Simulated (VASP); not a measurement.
Wanted: the native input for a VASP 6.6.1 run.

- Task: single point
- Functional: PBEsol
- Potentials or basis: VASP PAW PBE potentials, release 64 (S, Mg)
- Cutoff: 520 eV
- k mesh: 9 × 9 × 9
- Occupations: fermi-dirac, width 0.05 eV
- Spin: no spin polarisation
- Dipole correction: no
- Further INCAR settings: ALGO = Normal; EDIFF = 1e-07; NBANDS = 11

The structure of MgS (Niningerite) lies in POSCAR:

```
MgS
1.0
    0.0000000000      2.6016500000      2.6536830000
    2.6016500000      0.0000000000      2.6536830000
    2.6016500000      2.6016500000      0.0000000000
S Mg
1 1
Direct
    0.5000000000      0.5000000000      0.5000000000
    0.0000000000      0.0000000000      0.0000000000
```

The input as run:

INCAR

```
SYSTEM = MgS
PREC = Accurate
ENCUT = 520
EDIFF = 1E-7
ISMEAR = -1
SIGMA = 0.05
LREAL = .FALSE.
LASPH = .TRUE.
NELM = 80
ALGO = Normal
ISIF = 2
LWAVE = .FALSE.
LCHARG = .TRUE.
GGA = PS
LELF = .TRUE.
LVHAR = .TRUE.
NBANDS = 11
```

KPOINTS

```
Automatic mesh
0
G
  9 9 9
  0 0 0
```

Potentials or basis: VASP PAW PBE potentials, release 64 (S, Mg).

Launch:

```console
$ cat potpaw_PBE.64/S/POTCAR potpaw_PBE.64/Mg/POTCAR > POTCAR
$ mpirun -np 1 vasp_std > vasp.out
```

It gave:

- Pressure: -2.5 GPa
- Band gap on the k mesh: 2.71 eV, indirect (least direct gap 3.39 eV)

Caveat: the PAW data sets were made with another functional, which shifts forces and pressure a little.

Wall time 25 s on 1 thread of Intel Xeon 6975P-C (shared host), peak memory 0.18 GiB.
